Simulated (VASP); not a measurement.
SiO2: single point with PBE

SiO2:

```
Si O
1.0
     4.97559    0.00000    0.00000
     0.00000    4.97559    0.00000
     0.00000    0.00000    6.90089
Si O
4 8
Direct
  0.80325 0.80325 0.50000
  0.69675 0.30325 0.25000
  0.30325 0.69675 0.75000
  0.19675 0.19675 0.00000
  0.76176 0.11039 0.43204
  0.88961 0.23824 0.06796
  0.11039 0.76176 0.56796
  0.26176 0.38961 0.81796
  0.23824 0.88961 0.93204
  0.73824 0.61039 0.31796
  0.38961 0.26176 0.18204
  0.61039 0.73824 0.68204
```

| Item | Value |
| --- | --- |
| Program | VASP 6.6.1 |
| Task | single point |
| Functional | PBE |
| Potentials or basis | VASP PAW PBE potentials, release 64 (Si, O) |
| Cutoff | 520 eV |
| k mesh | 8 × 8 × 6 |
| Occupations | fermi-dirac, width 0.05 eV |
| Spin | no spin polarisation |
| Dipole correction | no |
| Further INCAR settings | ALGO = Normal; EDIFF = 1e-06; NBANDS = 44 |

* Pressure: 4.9 GPa
* Largest force: 0.275 eV/Å
* Band gap on the k mesh: 5.73 eV, direct

Forces on the atoms (eV/Å):
```
Si  -0.025 -0.025  0.000
Si   0.025 -0.025  0.000
Si  -0.025  0.025  0.000
Si   0.025  0.025  0.000
O    0.042  0.158  0.221
O   -0.158 -0.042 -0.221
O    0.158  0.042 -0.221
O    0.042 -0.158 -0.221
O   -0.042 -0.158  0.221
O   -0.042  0.158 -0.221
O   -0.158  0.042  0.221
O    0.158 -0.042  0.221
```

Stress tensor (GPa, compression positive):
```
4.86 0.00 0.00
0.00 4.86 0.00
0.00 0.00 5.00
```

Levels at points of the mesh, in eV from the valence-band top:
| k point | band 29 | band 30 | band 31 | band 32 | band 33 | band 34 | band 35 | band 36 |
| --- | --- | --- | --- | --- | --- | --- | --- | --- |
| (0.00, 0.00, 0.00) | -0.68 | -0.31 | -0.31 | 0.00 | 5.73 | 8.83 | 8.83 | 9.31 |
| (0.50, 0.00, 0.00) | -0.65 | -0.65 | -0.49 | -0.49 | 7.78 | 7.78 | 9.27 | 9.27 |
| (0.50, 0.50, 0.00) | -0.59 | -0.59 | -0.53 | -0.53 | 8.73 | 8.73 | 8.85 | 8.85 |
| (0.00, 0.00, 0.50) | -0.54 | -0.54 | -0.39 | -0.39 | 7.00 | 7.00 | 9.42 | 9.42 |
| (0.50, 0.00, 0.50) | -0.92 | -0.92 | -0.18 | -0.18 | 8.10 | 8.10 | 9.02 | 9.02 |
| (0.50, 0.50, 0.50) | -0.61 | -0.61 | -0.61 | -0.61 | 9.24 | 9.24 | 9.24 | 9.24 |

Run time: 5.5 min on 1 thread of Intel(R) Xeon(R) Platinum 8375C CPU @ 2.90GHz (Ice Lake) (shared host), peak memory 0.47 GiB.

A k mesh can miss the band edges. PBE gaps usually lie below the measured ones, often by a third to a half.
